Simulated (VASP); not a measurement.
# AlNi3 (P4/mmm) in VASP: single point with PBE

Aim: the single point of AlNi3 with PBE.

All numbers are computed with VASP 6.6.1; they aren't measurements. Logs are shortened: lines on timing, memory, paths and dates and some standing lists are left out, and cuts for length are marked.

### 1 The cell of the first run

It takes space group P4/mmm (No. 123, tetragonal). Conventional cell: a = 3.567 Å, b = 3.567 Å, c = 3.281 Å, α = 90.00°, β = 90.00°, γ = 90.00°. Al (site symmetry 4/mmm) has 12 Ni at 2.42 to 2.52 Å and 2 Al at 3.28 Å within 3.3 Å. Within 3.3 Å of Ni (site symmetry mmm) lie 4 Al at 2.42 Å and 10 Ni at 2.42 to 3.28 Å. Ni (site symmetry 4/mmm) has 10 Ni at 2.42 to 3.28 Å and 4 Al at 2.52 Å within 3.3 Å.

### 2 Single point, PBE, collinear spin, ferromagnetic start (strain +0.000 along x and y, -0.080 along z)

File INCAR:

```
SYSTEM = AlNi3
ALGO     = Normal         ! electronic algorithm
EDIFF    = 1E-6           ! SCF threshold, eV
ENCUT    = 520            ! plane-wave cutoff, eV
GGA      = PE             ! functional
ISIF     = 2              ! what is computed and relaxed
ISMEAR   = 0              ! smearing method
ISPIN    = 2              ! spin polarisation
LASPH    = .True.         ! aspherical terms in the spheres
LCHARG   = .False.        ! write CHGCAR
LMAXMIX  = 4              ! l up to which the mixer works
LORBIT   = 11             ! projections on sites
LREAL    = .False.        ! projectors in reciprocal space
LWAVE    = .False.        ! write WAVECAR
MAGMOM   = 0 0.3 0.3 0.3  ! initial moments
NBANDS   = 28             ! bands
NELM     = 150            ! most SCF steps
PREC     = Accurate       ! precision mode
SIGMA    = 0.15           ! smearing width, eV
```

File KPOINTS:

```
k-points
0
Gamma
  14 14 14
  0 0 0
```

File POSCAR:

```
AlNi3
1.0
    3.5666788918      0.0000000000      0.0000000000
    0.0000000000      3.5666788918      0.0000000000
    0.0000000000      0.0000000000      3.2813445805
Al Ni
1 3
Direct
    0.0000000000      0.0000000000      0.0000000000
    0.0000000000      0.5000000000      0.5000000000
    0.5000000000      0.0000000000      0.5000000000
    0.5000000000      0.5000000000      0.0000000000
```

Potentials or basis: VASP PAW PBE potentials, release 64 (Al, Ni).

Run with:

```bash
cat potpaw_PBE.64/Al/POTCAR potpaw_PBE.64/Ni/POTCAR > POTCAR
mpirun -np 1 vasp_std > vasp.out
```

OUTCAR:

```text
SYSTEM = AlNi3
   EDIFF = 1E-6
   ENCUT = 520
   GGA = PE
   ISIF = 2
   ISMEAR = 0
   ISPIN = 2
   LASPH = .True.
   LORBIT = 11
   LREAL = .False.
   NELM = 150
   PREC = Accurate

 ion  position               nearest neighbor table
   1  0.000  0.000  0.000-   2 2.42   3 2.42   2 2.42   3 2.42   2 2.42   2 2.42   3 2.42   3 2.42
                             4 2.52   4 2.52   4 2.52   4 2.52
   2  0.000  0.500  0.500-   1 2.42   4 2.42   1 2.42   4 2.42   1 2.42   1 2.42   4 2.42   4 2.42
                             3 2.52   3 2.52   3 2.52   3 2.52
   3  0.500  0.000  0.500-   1 2.42   4 2.42   1 2.42   4 2.42   4 2.42   4 2.42   1 2.42   1 2.42
                             2 2.52   2 2.52   2 2.52   2 2.52
   4  0.500  0.500  0.000-   2 2.42   3 2.42   2 2.42   3 2.42   3 2.42   3 2.42   2 2.42   2 2.42
                             1 2.52   1 2.52   1 2.52   1 2.52

  LATTYP: Found a simple tetragonal cell.
 ALAT       =     3.5666788918
 C/A-ratio  =     0.9200000000

  Lattice vectors:

 A1 = (   3.5666788918,   0.0000000000,   0.0000000000)
 A2 = (   0.0000000000,   3.5666788918,   0.0000000000)
 A3 = (   0.0000000000,   0.0000000000,   3.2813445805)

Analysis of symmetry for initial positions (statically):
=====================================================================
 Subroutine PRICEL returns:
 Original cell was already a primitive cell.

 Routine SETGRP: Setting up the symmetry group for a
 simple tetragonal supercell.

 Subroutine GETGRP returns: Found 16 space group operations
 (whereof 16 operations were pure point group operations)
 out of a pool of 16 trial point group operations.

The static configuration has the point symmetry D_4h.

Analysis of symmetry for dynamics (positions and initial velocities):
=====================================================================
 Subroutine PRICEL returns:
 Original cell was already a primitive cell.

 Routine SETGRP: Setting up the symmetry group for a
 simple tetragonal supercell.

 Subroutine GETGRP returns: Found 16 space group operations
 (whereof 16 operations were pure point group operations)
 out of a pool of 16 trial point group operations.

The dynamic configuration has the point symmetry D_4h.

Analysis of structural, dynamic, and magnetic symmetry:
=====================================================================
 Subroutine PRICEL returns:
 Original cell was already a primitive cell.

 Routine SETGRP: Setting up the symmetry group for a
 simple tetragonal supercell.

 Subroutine GETGRP returns: Found 16 space group operations
 (whereof 16 operations were pure point group operations)
 out of a pool of 16 trial point group operations.

The overall configuration has the point symmetry D_4h.

 Subroutine INISYM returns: Found 16 space group operations
 (whereof 16 operations are pure point group operations),
 and found     1 'primitive' translations

----------------------------------------------------------------------------------------

                                     Primitive cell

  volume of cell :      41.7426

  direct lattice vectors                    reciprocal lattice vectors
     3.566678892  0.000000000  0.000000000     0.280372871  0.000000000  0.000000000
     0.000000000  3.566678892  0.000000000     0.000000000  0.280372871  0.000000000
     0.000000000  0.000000000  3.281344580     0.000000000  0.000000000  0.304753120

  length of vectors
     3.566678892  3.566678892  3.281344580     0.280372871  0.280372871  0.304753120

  position of ions in fractional coordinates (direct lattice)
     0.000000000  0.000000000  0.000000000
     0.000000000  0.500000000  0.500000000
     0.500000000  0.000000000  0.500000000
     0.500000000  0.500000000  0.000000000

  ion indices of the primitive-cell ions
   primitive index   ion index
                 1           1
                 2           2
                 3           3
                 4           4

----------------------------------------------------------------------------------------

 KPOINTS: k-points

Automatic generation of k-mesh.
 Grid dimensions read from file:
 generate k-points for:   14   14   14

 Generating k-lattice:

  Cartesian coordinates                     Fractional coordinates (reciprocal lattice)
     0.020026634  0.000000000  0.000000000     0.071428571  0.000000000  0.000000000
     0.000000000  0.020026634  0.000000000     0.000000000  0.071428571  0.000000000
     0.000000000  0.000000000  0.021768080     0.000000000  0.000000000  0.071428571

  Length of vectors
     0.020026634  0.020026634  0.021768080

  Shift w.r.t. Gamma in fractional coordinates (k-lattice)
     0.000000000  0.000000000  0.000000000

 Subroutine IBZKPT returns following result:
 ===========================================

 Found    288 irreducible k-points:

 Following reciprocal coordinates:
            Coordinates               Weight
  0.000000  0.000000  0.000000      1.000000
  0.071429  0.000000  0.000000      4.000000
  0.142857  0.000000  0.000000      4.000000
  0.214286  0.000000  0.000000      4.000000
  0.285714  0.000000  0.000000      4.000000
  0.357143  0.000000  0.000000      4.000000
[... 16 lines left out ...]
  0.285714  0.214286  0.000000      8.000000
  0.357143  0.214286  0.000000      8.000000
 [... further k-points ...]
   k-points           NKPTS =    288   k-points in BZ     NKDIM =    288   number of bands    NBANDS=     28
   number of dos      NEDOS =    301   number of ions     NIONS =      4
   total plane-waves  NPLWV =  18816
   dimension x,y,z NGX =    28 NGY =   28 NGZ =   24
   dimension x,y,z NGXF=    56 NGYF=   56 NGZF=   48
   ions per type =               1   3
   NGX,Y,Z   is equivalent  to a cutoff of  13.05, 13.05, 12.16 a.u.
   NGXF,Y,Z  is equivalent  to a cutoff of  26.10, 26.10, 24.32 a.u.
 SYSTEM =  AlNi3
   PREC   = accura    normal or accurate (medium, high low for compatibility)
   ISTART =      0    job   : 0-new  1-cont  2-samecut
   ICHARG =      2    charge: 1-file 2-atom 10-const
   ISPIN  =      2    spin polarized calculation?
   LNONCOLLINEAR =      F non collinear calculations
   LSORBIT =      F    spin-orbit coupling
   LASPH  =      T    aspherical Exc in radial PAW
   ENCUT  =  520.0 eV  38.22 Ry    6.18 a.u.   6.63  6.63  6.10*2*pi/ulx,y,z
   NELM   =    150;   NELMIN=  2; NELMDL= -5     # of ELM steps
   EDIFF  = 0.1E-05   stopping-criterion for ELM
   LREAL  =      F    real-space projection
[... 7 lines left out ...]
   TEBEG  =    0.0;   TEEND  =   0.0 temperature during run
   PSTRESS=    0.0 pullay stress
   NELECT =      33.0000    total number of electrons
   NUPDOWN=      -1.0000    fix difference up-down
   EMIN   =  10.00;   EMAX   =-10.00  energy-range for DOS
   EFERMI =   0.00;   METHOD = LEGACY
   ISMEAR =     0;   SIGMA  =   0.15  broadening in eV -4-tet -1-fermi 0-gaus
   EFERMI_NEDOS =   21; number of points for ismear=-14 and -15
   IALGO  =     38    algorithm
   IMIX   =      4    mixing-type and parameters
     AMIX     =   0.40;   BMIX     =  1.00
     AMIX_MAG =   1.60;   BMIX_MAG =  1.00
  volume/ion in A,a.u.               =      10.44        70.42
  Fermi-wavevector in a.u.,A,eV,Ry     =   1.513745  2.860564 31.176735  2.291425
  Thomas-Fermi vector in A             =   2.623495
   LORBIT       =     11    0 simple, 1 ext, 2 COOP (PROOUT), +10 PAW based schemes
   GGA     = PE    functional components
   LHFCALC =     F    Hartree Fock is set to
   AEXX    =    0.0000 exact exchange contribution
   IVDW    =     0    specifies the selected vdW correction
   LEPSILON=     F    determine dielectric tensor
   LRPA    =     F    only Hartree local field effects (RPA)
 spin polarized calculation
 Gauss-broadening in eV      SIGMA  =   0.15
  energy-cutoff  :      520.00
  volume of cell :       41.74
 maximum number of plane-waves:      1156
 NGX is ok and might be reduce to    28
   NGX = 13   NGY = 13   NGZ = 13

 number of electron      33.0000046 magnetization       0.1527033

 Free energy of the ion-electron system (eV)
  ---------------------------------------------------
  ext. energy  EPLUGINS =         0.00000000
  ---------------------------------------------------
  free energy    TOTEN  =       -21.67544019 eV

  energy without entropy =      -21.62653896  energy(sigma->0) =      -21.65098958

 E-fermi :  10.5764     XC(G=0): -13.1075

 val. band max:       10.5762979237   @ k =   0.2857   0.0000   0.1429
 cond. band min:      10.5769882040   @ k =   0.0714   0.0000   0.2857
 fundamental gap:      0.0006902802
 Fermi energy:        10.5763909534

 spin component 1

 k-point     1 :       0.0000    0.0000    0.0000
  band No.  band energies     occupation
      1       0.0843      1.00000
      2       5.8565      1.00000
      3       6.5504      1.00000
      4       6.6802      1.00000
      5       7.0028      1.00000
      6       7.1217      1.00000
[... 20 lines left out ...]
     27      25.4304      0.00000
     28      25.4304      0.00000

 k-point     2 :       0.0714    0.0000    0.0000
  band No.  band energies     occupation
      1       0.1467      1.00000
      2       5.8731      1.00000
      3       6.5229      1.00000
      4       6.7055      1.00000
      5       7.0105      1.00000
      6       7.1360      1.00000
[... 20 lines left out ...]
     27      25.2251      0.00000
     28      25.5295      0.00000

 k-point     3 :       0.1429    0.0000    0.0000
  band No.  band energies     occupation
      1       0.3328      1.00000
      2       5.8905      1.00000
      3       6.4191      1.00000
      4       6.8101      1.00000
      5       7.0328      1.00000
      6       7.1775      1.00000
[... 616 lines left out ...]
      3       6.2586      1.00000
      4       6.9039      1.00000
      5       7.3127      1.00000
      6       7.3332      1.00000
[... 20 lines left out ...]
     27      24.7347      0.00000
     28      25.5007      0.00000

 k-point    24 :       0.3571    0.2143    0.0000
  band No.  band energies     occupation
      1       2.0857      1.00000
      2       4.9818      1.00000
      3       6.4528      1.00000
      4       6.9429      1.00000
      5       7.3941      1.00000
      6       7.5260      1.00000
[... 20 lines left out ...]
     27      24.8095      0.00000
     28      25.7778      0.00000

 [... further k-points ...]

 spin component 2

 k-point     1 :       0.0000    0.0000    0.0000
  band No.  band energies     occupation
      1       0.0791      1.00000
      2       5.8738      1.00000
      3       6.5848      1.00000
      4       6.7125      1.00000
      5       7.0594      1.00000
      6       7.1842      1.00000
[... 20 lines left out ...]
     27      25.4286      0.00000
     28      25.4286      0.00000

 k-point     2 :       0.0714    0.0000    0.0000
  band No.  band energies     occupation
      1       0.1414      1.00000
      2       5.8902      1.00000
      3       6.5560      1.00000
      4       6.7379      1.00000
      5       7.0665      1.00000
      6       7.1988      1.00000
[... 20 lines left out ...]
     27      25.2242      0.00000
     28      25.5323      0.00000

 k-point     3 :       0.1429    0.0000    0.0000
  band No.  band energies     occupation
      1       0.3275      1.00000
      2       5.9066      1.00000
      3       6.4480      1.00000
      4       6.8434      1.00000
      5       7.0871      1.00000
      6       7.2412      1.00000
[... 616 lines left out ...]
      3       6.2757      1.00000
      4       6.9306      1.00000
      5       7.3678      1.00000
      6       7.3809      1.00000
[... 20 lines left out ...]
     27      24.7380      0.00000
     28      25.5060      0.00000

 k-point    24 :       0.3571    0.2143    0.0000
  band No.  band energies     occupation
      1       2.0807      1.00000
      2       4.9850      1.00000
      3       6.4721      1.00000
      4       6.9683      1.00000
      5       7.4465      1.00000
      6       7.5731      1.00000
[... 20 lines left out ...]
     27      24.8168      0.00000
     28      25.7800      0.00000

 [... further k-points ...]
[... 5 lines left out ...]
  --------------------------------------------------------------------------------------
  -------------------------------------------------------------------------------------
  Total        4.3184399      4.3184399      5.7689380      0.0000000      0.0000000      0.0000000
  in kB      165.7515499    165.7515499    221.4249695      0.0000000      0.0000000      0.0000000
  external PRESSURE =     184.3093564 kB  Pullay stress =       0.0000000 kB

 VOLUME and BASIS-vectors are now :
 -----------------------------------------------------------------------------
  energy-cutoff  :      520.00
  volume of cell :       41.74
      direct lattice vectors                 reciprocal lattice vectors
     3.566678892  0.000000000  0.000000000     0.280372871  0.000000000  0.000000000
     0.000000000  3.566678892  0.000000000     0.000000000  0.280372871  0.000000000
     0.000000000  0.000000000  3.281344580     0.000000000  0.000000000  0.304753120

 POSITION                                       TOTAL-FORCE (eV/Angst)
 -----------------------------------------------------------------------------------
      0.00000      0.00000      0.00000         0.000000      0.000000      0.000000
      0.00000      1.78334      1.64067         0.000000      0.000000      0.000000
      1.78334      0.00000      1.64067         0.000000      0.000000      0.000000
      1.78334      1.78334      0.00000         0.000000      0.000000      0.000000
 -----------------------------------------------------------------------------------
    total drift:                                0.000000      0.000000      0.000000

  FREE ENERGIE OF THE ION-ELECTRON SYSTEM (eV)
  ---------------------------------------------------
  free  energy   TOTEN  =       -21.6754401933 eV

  energy  without entropy=      -21.6265389643  energy(sigma->0) =      -21.65098958

 total charge

# of ion       s       p       d       tot
------------------------------------------
    1        0.418   0.428   0.000   0.846
    2        0.527   0.589   8.434   9.551
    3        0.527   0.589   8.434   9.551
    4        0.527   0.588   8.409   9.523
--------------------------------------------------
tot          1.999   2.194  25.277  29.471

 magnetization (x)

# of ion       s       p       d       tot
------------------------------------------
    1       -0.000  -0.002   0.000  -0.002
    2       -0.001  -0.002   0.058   0.055
    3       -0.001  -0.002   0.058   0.055
    4       -0.001  -0.002   0.061   0.058
--------------------------------------------------
tot         -0.002  -0.008   0.176   0.167
```

Wall time 16 min (1 thread of Oxide Virtual Turin-like, shared host); peak memory 0.5 GiB.

What came out:

```yaml
Free_energy: -21.6754 eV
Pressure: 18.4 GPa
Net_moment: 0.15 μB per cell
Site_moments: Al -0.00; Ni +0.06 μB
Valence_electrons_inside_the_program's_atomic_spheres: Al 0.85; Ni 9.55, 9.52 (each value once)
```

Stress tensor (GPa, compression positive):
```
16.58  0.00  0.00
 0.00 16.58  0.00
 0.00  0.00 22.14
```

Caveat: the cell differs from its parent crystal (strain +0.000 along x and y, -0.080 along z); the stress differs along the axes, from 17 to 22 GPa.
